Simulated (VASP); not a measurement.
A run of VASP 6.6.1 is set up as follows.

Contents of INCAR:

```
ALGO     = Normal         # electronic algorithm
EDIFF    = 1E-6           # SCF threshold, eV
ENCUT    = 910            # plane-wave cutoff, eV
GGA      = PS             # functional
GGA_COMPAT= F            
ISIF     = 2              # what is computed and relaxed
ISMEAR   = 0              # smearing method
LASPH    = T              # aspherical terms in the spheres
LCHARG   = T              # write CHGCAR
LELF     = T              # ELF
LREAL    = F              # projectors in reciprocal space
LVHAR    = T            
LWAVE    = F              # write WAVECAR
NBANDS   = 20             # bands
NELM     = 120            # most SCF steps
PREC     = Accurate       # precision mode
SIGMA    = 0.05           # smearing width, eV
```

KPOINTS

```
k-points
0
Gamma
  12 12 12
```

The input POSCAR:

```
SnO2
1.0
    1.5251500000      0.8805457631      4.6455666667
   -1.5251500000      0.8805457631      4.6455666667
    0.0000000000     -1.7610915261      4.6455666667
Sn O
1 2
Direct
    0.5000000000      0.5000000000      0.5000000000
    0.2414378084      0.2414378084      0.2414378084
    0.7585621916      0.7585621916      0.7585621916
```

Potentials or basis: VASP PAW PBE potentials, release 64 (Sn_d, O_h).

Command:

```bash
$ cat potpaw_PBE.64/Sn_d/POTCAR potpaw_PBE.64/O_h/POTCAR > POTCAR
$ mpirun -np 1 vasp_std > vasp.out
```

**Question.** Estimate the largest force.

**Answer.** 0.531 eV/Å.

**Question.** What does it give for the pressure?

**Answer.** 18.3 GPa.

**Question.** What does it give for the band gap on the k mesh?

**Answer.** 2.83 eV (least direct gap 3.04 eV).

Stress tensor (GPa, compression positive):
```
24.84  0.00  0.00
 0.00 24.84  0.00
 0.00  0.00  5.15
```

Caveat: the cutoff is under 1.25 times the usual one of these potentials, so pressure, stress and relaxed cells hold a basis-set (Pulay) error; the cell stands under pressure; the PAW data sets were made with another functional, which shifts forces and pressure a little; spin-orbit coupling is left out, which moves the levels of the heavy elements. A k mesh can miss the band edges.
